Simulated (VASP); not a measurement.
## K: single point with PBEsol

Crystal: K.

```
K
1.0
    -2.63534    2.63534    2.63534
     2.63534   -2.63534    2.63534
     2.63534    2.63534   -2.63534
K
1
Direct
  0.00000 0.00000 0.00000
```

```yaml
Program: VASP 6.6.1
Task: single point
Functional: PBEsol
Potentials_or_basis: VASP PAW PBE potentials, release 64 (K_sv)
Cutoff: 520 eV
k_mesh: 10 × 10 × 10
Occupations: fermi-dirac, width 0.08 eV
Spin: no spin polarisation
```

```yaml
Pressure: -0.1 GPa
Band_gap_on_the_k_mesh: zero (an odd number of electrons rules out a gap without spin polarisation)
```

Levels at points of the mesh, in eV from the Fermi level:
```
           k point  band 2  band 3  band 4  band 5  band 6  band 7  band 8  band 9
(0.00, 0.00, 0.00)  -15.50  -15.50  -15.50   -2.16    4.30    4.30    4.30    5.23
(0.50, 0.00, 0.00)  -15.57  -15.52  -15.50    0.45    0.69    3.17    4.89    5.76
(0.50, 0.50, 0.50)  -15.55  -15.55  -15.55    1.68    1.68    3.48    3.48    3.48
```

Run time: 58 s on 1 thread of AMD EPYC 7R13, with other jobs on the host, peak memory 0.18 GiB.

Caveat: the PAW data sets were made with another functional, which shifts forces and pressure a little.
